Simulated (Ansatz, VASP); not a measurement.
KCl3 in VASP and in Ansatz

```
K Cl
1.0
    -2.13067    2.13067    7.26917
     2.13067   -2.13067    7.26917
     2.13067    2.13067   -7.26917
K Cl
1 3
Direct
  0.00000 0.00000 0.00000
  0.75000 0.25000 0.50000
  0.25000 0.75000 0.50000
  0.50000 0.50000 0.00000
```

Alike in both runs: task single point; functional PBEsol; k mesh 14 × 14 × 14; occupations gaussian, width 0.1 eV; no spin polarisation.

```csv
,VASP,Ansatz
version,VASP 6.6.1,Ansatz 0.2.0
potentials or method,"VASP PAW PBE potentials, release 64 (K_sv, Cl), cutoff 520 eV","scalar-relativistic, plane waves, PAW"
valence electrons in the cell,30,30
```

|  | VASP | Ansatz | Ansatz less VASP |
| --- | --- | --- | --- |
| gap on the k mesh at the Fermi level (eV) | none | none | - |
| pressure (GPa) | -2.8 | -2.8 | +0.01 |
| traceless stress, the component that is largest in VASP (GPa) | 2.07 | 2.10 | +0.034 |

VASP's potentials were made for PBE, not for PBEsol. A gap of «none» marks a metal or a gap that the smearing closes. The functional is the same, so the differences come from potentials, cutoffs and numerics.
